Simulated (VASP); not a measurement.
A run of VASP 6.6.1 is set up as follows.

Contents of INCAR:

```
PREC = Accurate ; ENCUT = 520
EDIFF = 1E-6 ; ISMEAR = 0
SIGMA = 0.15 ; LREAL = False
LASPH = True ; NELM = 100
ALGO = Normal ; ISIF = 2
LWAVE = False ; LCHARG = False
GGA = CA ; NBANDS = 17
```

KPOINTS

```
regular mesh
0
Gamma
  12 12 10
```

Contents of POSCAR:

```
SrAl2H2
1.0
    4.5252979390      0.0000000000      0.0000000000
   -2.2626489695      3.9190229748      0.0000000000
    0.0000000000      0.0000000000      4.7214000000
Sr Al H
1 2 2
Direct
    0.0000000000      0.0000000000     -0.0211801584
    0.3333333333      0.6666666667      0.4589000000
    0.6666666667      0.3333333333      0.5411000000
    0.3333333333      0.6666666667      0.0976000000
    0.6666666667      0.3333333333      0.9024000000
```

Potentials or basis: VASP PAW LDA potentials, release 64 (Sr_sv, Al, H).

The run is started by

```console
$ cat potpaw_LDA.64/Sr_sv/POTCAR potpaw_LDA.64/Al/POTCAR potpaw_LDA.64/H/POTCAR > POTCAR
$ mpirun -np 1 vasp_std > vasp.out
```

What does it give for the largest force?

0.270 eV/Å.

What does it give for the pressure?

-2.8 GPa.

Stress tensor (GPa, compression positive):
```
-3.03  0.00  0.00
 0.00 -3.03  0.00
 0.00  0.00 -2.23
```

Caveat: the cell differs from its parent crystal (all Sr atoms moved -0.100 Å, as atom 1 along Cartesian [0 0 1]).
